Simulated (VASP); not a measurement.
# B4Rh (Pm-3m) in VASP: notebook

The runs below take B4Rh through single point, relaxation of cell and atoms, with PBE.

All numbers are computed with VASP 6.6.1; they aren't measurements. Logs are shortened: lines on timing, memory, paths and dates and some standing lists are left out, and cuts for length are marked.

### Step 1. The cell of the first run

The structure is cubic, space group Pm-3m (No. 221). The conventional cell has a = 3.492 Å, b = 3.492 Å, c = 3.492 Å, α = 90.00°, β = 90.00°, γ = 90.00°. Within 2.3 Å of B (site symmetry 4/mmm) lie 2 B at 1.75 Å. B (site symmetry m-3m) has 6 B at 1.75 Å within 2.3 Å. Within 3.3 Å of Rh (site symmetry m-3m) lie 20 B at 2.47 to 3.02 Å.

### Step 2. Single point, PBE

INCAR

```
PREC = Accurate ; ENCUT = 520
EDIFF = 1E-6 ; ISMEAR = 0
SIGMA = 0.1 ; LREAL = F
LASPH = T ; NELM = 100
ALGO = Normal ; ISIF = 2
LWAVE = F ; LCHARG = F
GGA = PE ; NBANDS = 22
```

KPOINTS

```
regular mesh
0
Gamma
  12 12 12
```

POSCAR

```
B4Rh
1.0
    3.4918603793      0.0000000000      0.0000000000
    0.0000000000      3.4918603793      0.0000000000
    0.0000000000      0.0000000000      3.4918603793
B Rh
4 1
Direct
    0.5000000000      0.0000000000      0.0000000000
    0.0000000000      0.5000000000      0.0000000000
    0.0000000000      0.0000000000      0.5000000000
    0.0000000000      0.0000000000      0.0000000000
    0.5000000000      0.5000000000      0.5000000000
```

Potentials or basis: VASP PAW PBE potentials, release 64 (B, Rh_pv).

Launch:

```bash
$ cat potpaw_PBE.64/B/POTCAR potpaw_PBE.64/Rh_pv/POTCAR > POTCAR
$ mpirun -np 1 vasp_std > vasp.out
```

OUTCAR:

```text
PREC = Accurate
   ENCUT = 520
   EDIFF = 1E-6
   ISMEAR = 0
   LREAL = F
   LASPH = T
   NELM = 100
   ISIF = 2
   GGA = PE

 ion  position               nearest neighbor table
   1  0.500  0.000  0.000-   4 1.75   4 1.75   5 2.47   5 2.47   5 2.47   5 2.47
   2  0.000  0.500  0.000-   4 1.75   4 1.75   5 2.47   5 2.47   5 2.47   5 2.47
   3  0.000  0.000  0.500-   4 1.75   4 1.75   5 2.47   5 2.47   5 2.47   5 2.47
   4  0.000  0.000  0.000-   1 1.75   2 1.75   3 1.75   3 1.75   2 1.75   1 1.75
   5  0.500  0.500  0.500-   1 2.47   2 2.47   3 2.47   1 2.47   2 2.47   1 2.47   3 2.47   1 2.47
                             2 2.47   3 2.47   2 2.47   3 2.47

  LATTYP: Found a simple cubic cell.
 ALAT       =     3.4918603793

  Lattice vectors:

 A1 = (   3.4918603793,   0.0000000000,   0.0000000000)
 A2 = (   0.0000000000,   3.4918603793,   0.0000000000)
 A3 = (   0.0000000000,   0.0000000000,   3.4918603793)

Analysis of symmetry for initial positions (statically):
=====================================================================
 Subroutine PRICEL returns:
 Original cell was already a primitive cell.

 Routine SETGRP: Setting up the symmetry group for a
 simple cubic supercell.

 Subroutine GETGRP returns: Found 48 space group operations
 (whereof 48 operations were pure point group operations)
 out of a pool of 48 trial point group operations.

The static configuration has the point symmetry O_h .

Analysis of symmetry for dynamics (positions and initial velocities):
=====================================================================
 Subroutine PRICEL returns:
 Original cell was already a primitive cell.

 Routine SETGRP: Setting up the symmetry group for a
 simple cubic supercell.

 Subroutine GETGRP returns: Found 48 space group operations
 (whereof 48 operations were pure point group operations)
 out of a pool of 48 trial point group operations.

The dynamic configuration has the point symmetry O_h .

 Subroutine INISYM returns: Found 48 space group operations
 (whereof 48 operations are pure point group operations),
 and found     1 'primitive' translations

----------------------------------------------------------------------------------------

                                     Primitive cell

  volume of cell :      42.5766

  direct lattice vectors                    reciprocal lattice vectors
     3.491860379  0.000000000  0.000000000     0.286380293  0.000000000  0.000000000
     0.000000000  3.491860379  0.000000000     0.000000000  0.286380293  0.000000000
     0.000000000  0.000000000  3.491860379     0.000000000  0.000000000  0.286380293

  length of vectors
     3.491860379  3.491860379  3.491860379     0.286380293  0.286380293  0.286380293

  position of ions in fractional coordinates (direct lattice)
     0.500000000  0.000000000  0.000000000
     0.000000000  0.500000000  0.000000000
     0.000000000  0.000000000  0.500000000
     0.000000000  0.000000000  0.000000000
     0.500000000  0.500000000  0.500000000

  ion indices of the primitive-cell ions
   primitive index   ion index
                 1           1
                 2           2
                 3           3
                 4           4
                 5           5

----------------------------------------------------------------------------------------

 KPOINTS: regular mesh

Automatic generation of k-mesh.
 Grid dimensions read from file:
 generate k-points for:   12   12   12

 Generating k-lattice:

  Cartesian coordinates                     Fractional coordinates (reciprocal lattice)
     0.023865024  0.000000000  0.000000000     0.083333333  0.000000000  0.000000000
     0.000000000  0.023865024  0.000000000     0.000000000  0.083333333  0.000000000
     0.000000000  0.000000000  0.023865024     0.000000000  0.000000000  0.083333333

  Length of vectors
     0.023865024  0.023865024  0.023865024

  Shift w.r.t. Gamma in fractional coordinates (k-lattice)
     0.000000000  0.000000000  0.000000000

 Subroutine IBZKPT returns following result:
 ===========================================

 Found     84 irreducible k-points:

 Following reciprocal coordinates:
            Coordinates               Weight
  0.000000  0.000000  0.000000      1.000000
  0.083333  0.000000  0.000000      6.000000
  0.166667  0.000000  0.000000      6.000000
  0.250000  0.000000  0.000000      6.000000
  0.333333  0.000000  0.000000      6.000000
  0.416667  0.000000  0.000000      6.000000
[... 16 lines left out ...]
  0.333333  0.333333  0.000000     12.000000
  0.416667  0.333333  0.000000     24.000000
 [... further k-points ...]
   k-points           NKPTS =     84   k-points in BZ     NKDIM =     84   number of bands    NBANDS=     22
   number of dos      NEDOS =    301   number of ions     NIONS =      5
   total plane-waves  NPLWV =  21952
   dimension x,y,z NGX =    28 NGY =   28 NGZ =   28
   dimension x,y,z NGXF=    56 NGYF=   56 NGZF=   56
   ions per type =               4   1
   NGX,Y,Z   is equivalent  to a cutoff of  13.33, 13.33, 13.33 a.u.
   NGXF,Y,Z  is equivalent  to a cutoff of  26.66, 26.66, 26.66 a.u.
 SYSTEM =  unknown system
   PREC   = accura    normal or accurate (medium, high low for compatibility)
   ISTART =      0    job   : 0-new  1-cont  2-samecut
   ICHARG =      2    charge: 1-file 2-atom 10-const
   ISPIN  =      1    spin polarized calculation?
   LNONCOLLINEAR =      F non collinear calculations
   LSORBIT =      F    spin-orbit coupling
   LASPH  =      T    aspherical Exc in radial PAW
   ENCUT  =  520.0 eV  38.22 Ry    6.18 a.u.   6.49  6.49  6.49*2*pi/ulx,y,z
   NELM   =    100;   NELMIN=  2; NELMDL= -5     # of ELM steps
   EDIFF  = 0.1E-05   stopping-criterion for ELM
   LREAL  =      F    real-space projection
   EDIFFG = 0.1E-04   stopping-criterion for IOM
   NSW    =      0    number of steps for IOM
   IBRION =     -1    ionic relax: 0-MD 1-quasi-New 2-CG
   NFREE  =      0    steps in history (QN), initial steepest desc. (CG)
   ISIF   =      2    stress and relaxation
   ISYM   =      2    0-nonsym 1-usesym 2-fastsym
   POTIM  = 0.5000    time-step for ionic-motion
   TEBEG  =    0.0;   TEEND  =   0.0 temperature during run
   PSTRESS=    0.0 pullay stress
   NELECT =      27.0000    total number of electrons
   NUPDOWN=      -1.0000    fix difference up-down
   EMIN   =  10.00;   EMAX   =-10.00  energy-range for DOS
   EFERMI =   0.00;   METHOD = LEGACY
   ISMEAR =     0;   SIGMA  =   0.10  broadening in eV -4-tet -1-fermi 0-gaus
   EFERMI_NEDOS =   21; number of points for ismear=-14 and -15
   IALGO  =     38    algorithm
   IMIX   =      4    mixing-type and parameters
     AMIX     =   0.40;   BMIX     =  1.00
     AMIX_MAG =   1.60;   BMIX_MAG =  1.00
  volume/ion in A,a.u.               =       8.52        57.46
  Fermi-wavevector in a.u.,A,eV,Ry     =   1.406498  2.657896 26.915555  1.978238
  Thomas-Fermi vector in A             =   2.528853
   LORBIT       =      0    0 simple, 1 ext, 2 COOP (PROOUT), +10 PAW based schemes
   GGA     = PE    functional components
   LHFCALC =     F    Hartree Fock is set to
   AEXX    =    0.0000 exact exchange contribution
   IVDW    =     0    specifies the selected vdW correction
   LEPSILON=     F    determine dielectric tensor
   LRPA    =     F    only Hartree local field effects (RPA)
 non-spin polarized calculation
 Gauss-broadening in eV      SIGMA  =   0.10
  energy-cutoff  :      520.00
  volume of cell :       42.58
 maximum number of plane-waves:      1189
 NGX is ok and might be reduce to    28
   NGX = 13   NGY = 13   NGZ = 13

 number of electron      26.9999992 magnetization

 Free energy of the ion-electron system (eV)
  ---------------------------------------------------
  ext. energy  EPLUGINS =         0.00000000
  ---------------------------------------------------
  free energy    TOTEN  =       -28.03926411 eV

  energy without entropy =      -28.03050939  energy(sigma->0) =      -28.03488675

 E-fermi :   9.2636     XC(G=0): -12.6561

 val. band max:        9.2552174473   @ k =   0.3333   0.3333   0.2500
 cond. band min:       9.2994300405   @ k =   0.3333   0.0833   0.0000
 fundamental gap:      0.0442125932
 Fermi energy:         9.2636384886

 k-point     1 :       0.0000    0.0000    0.0000
  band No.  band energies     occupation
      1     -37.4068      2.00000
      2     -37.4068      2.00000
      3     -37.4068      2.00000
      4      -6.0701      2.00000
      5       2.1336      2.00000
      6       2.1336      2.00000
[... 14 lines left out ...]
     21      12.6138      0.00000
     22      22.2870      0.00000

 k-point     2 :       0.0833    0.0000    0.0000
  band No.  band energies     occupation
      1     -37.4085      2.00000
      2     -37.4067      2.00000
      3     -37.4067      2.00000
      4      -6.0037      2.00000
      5       1.5769      2.00000
      6       2.1399      2.00000
[... 14 lines left out ...]
     21      12.5555      0.00000
     22      22.2128      0.00000

 k-point     3 :       0.1667    0.0000    0.0000
  band No.  band energies     occupation
      1     -37.4131      2.00000
      2     -37.4062      2.00000
      3     -37.4062      2.00000
      4      -5.8077      2.00000
      5       0.6216      2.00000
      6       2.1547      2.00000
[... 14 lines left out ...]
     21      12.7858      0.00000
     22      22.0144      0.00000

 k-point     4 :       0.2500    0.0000    0.0000
  band No.  band energies     occupation
      1     -37.4194      2.00000
      2     -37.4056      2.00000
      3     -37.4056      2.00000
      4      -5.4936      2.00000
      5      -0.3672      2.00000
      6       2.1689      2.00000
[... 14 lines left out ...]
     21      13.3978      0.00000
     22      21.7540      0.00000

 k-point     5 :       0.3333    0.0000    0.0000
  band No.  band energies     occupation
      1     -37.4256      2.00000
      2     -37.4050      2.00000
      3     -37.4050      2.00000
      4      -5.0895      2.00000
      5      -1.2827      2.00000
      6       2.1759      2.00000
[... 14 lines left out ...]
     21      14.0757      0.00000
     22      21.2442      0.00000

 k-point     6 :       0.4167    0.0000    0.0000
  band No.  band energies     occupation
      1     -37.4302      2.00000
      2     -37.4045      2.00000
      3     -37.4045      2.00000
      4      -4.6725      2.00000
      5      -2.0158      2.00000
      6       2.1762      2.00000
[... 14 lines left out ...]
     21      15.6640      0.00000
     22      19.4967      0.00000

 k-point     7 :       0.5000    0.0000    0.0000
  band No.  band energies     occupation
      1     -37.4319      2.00000
      2     -37.4043      2.00000
      3     -37.4043      2.00000
      4      -4.4610      2.00000
      5      -2.3339      2.00000
      6       2.1753      2.00000
[... 324 lines left out ...]
      6       0.3424      2.00000
[... 14 lines left out ...]
     21      15.2446      0.00000
     22      21.0399      0.00000

 k-point    21 :       0.4167    0.2500    0.0000
  band No.  band energies     occupation
      1     -37.4290      2.00000
      2     -37.4171      2.00000
      3     -37.4033      2.00000
      4      -4.2766      2.00000
      5      -1.4277      2.00000
      6       0.5688      2.00000
[... 14 lines left out ...]
     21      16.2279      0.00000
     22      19.5039      0.00000

 k-point    22 :       0.5000    0.2500    0.0000
  band No.  band energies     occupation
      1     -37.4306      2.00000
      2     -37.4169      2.00000
      3     -37.4032      2.00000
      4      -4.1134      2.00000
      5      -1.6886      2.00000
      6       0.6654      2.00000
[... 14 lines left out ...]
     21      17.1837      0.00000
     22      18.3643      0.00000

 k-point    23 :       0.3333    0.3333    0.0000
  band No.  band energies     occupation
      1     -37.4238      2.00000
      2     -37.4238      2.00000
      3     -37.4032      2.00000
      4      -4.3133      2.00000
      5      -0.6109      2.00000
      6      -0.2603      2.00000
[... 14 lines left out ...]
     21      15.6089      0.00000
     22      20.4265      0.00000

 k-point    24 :       0.4167    0.3333    0.0000
  band No.  band energies     occupation
      1     -37.4284      2.00000
      2     -37.4233      2.00000
      3     -37.4027      2.00000
      4      -4.0218      2.00000
      5      -1.0350      2.00000
      6      -0.0969      2.00000
[... 14 lines left out ...]
     21      16.4146      0.00000
     22      19.1800      0.00000

 [... further k-points ...]
[... 5 lines left out ...]
  --------------------------------------------------------------------------------------
  -------------------------------------------------------------------------------------
  Total       -0.0047185     -0.0047185     -0.0047185      0.0000000      0.0000000     -0.0000000
  in kB       -0.1775578     -0.1775578     -0.1775578      0.0000000      0.0000000     -0.0000000
  external PRESSURE =      -0.1775578 kB  Pullay stress =       0.0000000 kB

 VOLUME and BASIS-vectors are now :
 -----------------------------------------------------------------------------
  energy-cutoff  :      520.00
  volume of cell :       42.58
      direct lattice vectors                 reciprocal lattice vectors
     3.491860379  0.000000000  0.000000000     0.286380293  0.000000000  0.000000000
     0.000000000  3.491860379  0.000000000     0.000000000  0.286380293  0.000000000
     0.000000000  0.000000000  3.491860379     0.000000000  0.000000000  0.286380293

 POSITION                                       TOTAL-FORCE (eV/Angst)
 -----------------------------------------------------------------------------------
      1.74593      0.00000      0.00000         0.000000      0.000000      0.000000
      0.00000      1.74593      0.00000         0.000000      0.000000      0.000000
      0.00000      0.00000      1.74593         0.000000      0.000000      0.000000
      0.00000      0.00000      0.00000         0.000000      0.000000      0.000000
      1.74593      1.74593      1.74593         0.000000      0.000000      0.000000
 -----------------------------------------------------------------------------------
    total drift:                                0.000000      0.000000      0.000000

  FREE ENERGIE OF THE ION-ELECTRON SYSTEM (eV)
  ---------------------------------------------------
  free  energy   TOTEN  =       -28.0392641086 eV

  energy  without entropy=      -28.0305093907  energy(sigma->0) =      -28.03488675
```

It took 79 s on 1 thread of Intel Xeon Platinum 8259CL at 2.50GHz (Skylake/Cascade Lake), shared host; peak memory 0.2 GiB.

Results:

```
Free energy : -28.0393 eV
Pressure    : 0.0 GPa
```

Levels at points of the mesh, in eV from the Fermi level:
| k point | band 10 | band 11 | band 12 | band 13 | band 14 | band 15 | band 16 | band 17 |
| --- | --- | --- | --- | --- | --- | --- | --- | --- |
| (0.00, 0.00, 0.00) | -2.47 | -2.47 | -2.47 | -0.23 | 1.14 | 1.14 | 2.64 | 2.64 |
| (0.50, 0.00, 0.00) | -1.99 | -1.98 | -1.83 | -1.83 | -0.78 | -0.48 | -0.48 | 1.59 |
| (0.50, 0.50, 0.00) | -4.36 | -3.17 | -1.89 | -1.18 | 1.51 | 1.51 | 1.72 | 3.98 |
| (0.50, 0.50, 0.50) | -5.18 | -1.66 | -1.66 | -0.64 | -0.64 | -0.64 | 2.58 | 5.01 |

(Continued in part 2 of 2.)
